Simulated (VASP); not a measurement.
Input of a VASP 6.6.1 run:

INCAR

```
PREC = Accurate ; ENCUT = 520
EDIFF = 1E-6 ; ISMEAR = 0
SIGMA = 0.1 ; LREAL = False
LASPH = True ; NELM = 60
ALGO = Normal ; ISIF = 2
LWAVE = False ; LCHARG = False
GGA = PE ; IVDW = 12
NBANDS = 12
```

Contents of KPOINTS:

```
Automatic mesh
0
Gamma
  20 20 20
```

File POSCAR:

```
Cu
1.0
    0.0000000000      1.7816857972      1.7816857972
    1.7816857972      0.0000000000      1.7816857972
    1.7816857972      1.7816857972      0.0000000000
Cu
1
Direct
    0.0000000000      0.0000000000      0.0000000000
```

Potentials or basis: VASP PAW PBE potentials, release 64 (Cu).

Command:

```sh
$ cat potpaw_PBE.64/Cu/POTCAR > POTCAR
$ mpirun -np 1 vasp_std > vasp.out
```

Problem. Estimate the dispersion energy per atom.

Solution. -0.610 eV.

Problem. Predict the pressure.

Solution. 0.5 GPa.

Caveat: pairwise dispersion overbinds metals, which lowers pressure and volume.
